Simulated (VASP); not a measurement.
Write the native input for VASP 6.6.1 that does the following.

```yaml
Task: single point
Functional: PBE
Potentials_or_basis: VASP PAW PBE potentials, release 64 (Li_sv, Nb_sv, O)
Cutoff: 520 eV
k_mesh: 6 × 6 × 6
Occupations: gaussian, width 0.05 eV
Spin: no spin polarisation
Dipole_correction: no
Further_INCAR_settings: ALGO = Normal; EDIFF = 1e-06; NBANDS = 45
```

The structure of LiNbO3 lies in POSCAR:

```
LiNbO3
1.0
    2.6724500000      1.5429397270      4.5218333333
   -2.6724500000      1.5429397270      4.5218333333
    0.0000000000     -3.0858794537      4.5218333334
Li Nb O
2 2 6
Direct
    0.2500000000      0.2500000000      0.2500000000
    0.7500000000      0.7500000000      0.7500000000
    0.0000000000      0.0000000000      0.0000000000
    0.5000000000      0.5000000000      0.5000000000
    0.1303353734      0.3696646266      0.7500000000
    0.7500000000      0.1303353734      0.3696646266
    0.3696646266      0.7500000000      0.1303353734
    0.8696646266      0.6303353734      0.2500000000
    0.2500000000      0.8696646266      0.6303353734
    0.6303353734      0.2500000000      0.8696646266
```

One way to write it, as run:

INCAR

```
SYSTEM = LiNbO3
PREC     = Accurate       ! precision mode
ENCUT    = 520            ! plane-wave cutoff, eV
EDIFF    = 1E-6           ! SCF threshold, eV
ISMEAR   = 0              ! smearing method
SIGMA    = 0.05           ! smearing width, eV
LREAL    = .False.        ! projectors in reciprocal space
LASPH    = .True.         ! aspherical terms in the spheres
NELM     = 60             ! most SCF steps
ALGO     = Normal         ! electronic algorithm
ISIF     = 2              ! what is computed and relaxed
LWAVE    = .False.        ! write WAVECAR
LCHARG   = .True.         ! write CHGCAR
GGA      = PE             ! functional
LELF     = .True.         ! ELF
LVHAR    = .True.       
NBANDS   = 45             ! bands
```

KPOINTS

```
Automatic mesh
0
Gamma
  6 6 6
  0 0 0
```

Potentials or basis: VASP PAW PBE potentials, release 64 (Li_sv, Nb_sv, O).

Launch:

```sh
$ cat potpaw_PBE.64/Li_sv/POTCAR potpaw_PBE.64/Nb_sv/POTCAR potpaw_PBE.64/O/POTCAR > POTCAR
$ mpirun -np 1 vasp_std > vasp.out
```

It gave:

The largest force is 0.291 eV/Å and the band gap on the k mesh is 2.39 eV (least direct gap 2.46 eV).

Run time: 3.3 min on 1 thread of Intel(R) Xeon(R) Platinum 8488C (Sapphire Rapids), with other jobs on the host, peak memory 0.32 GiB.
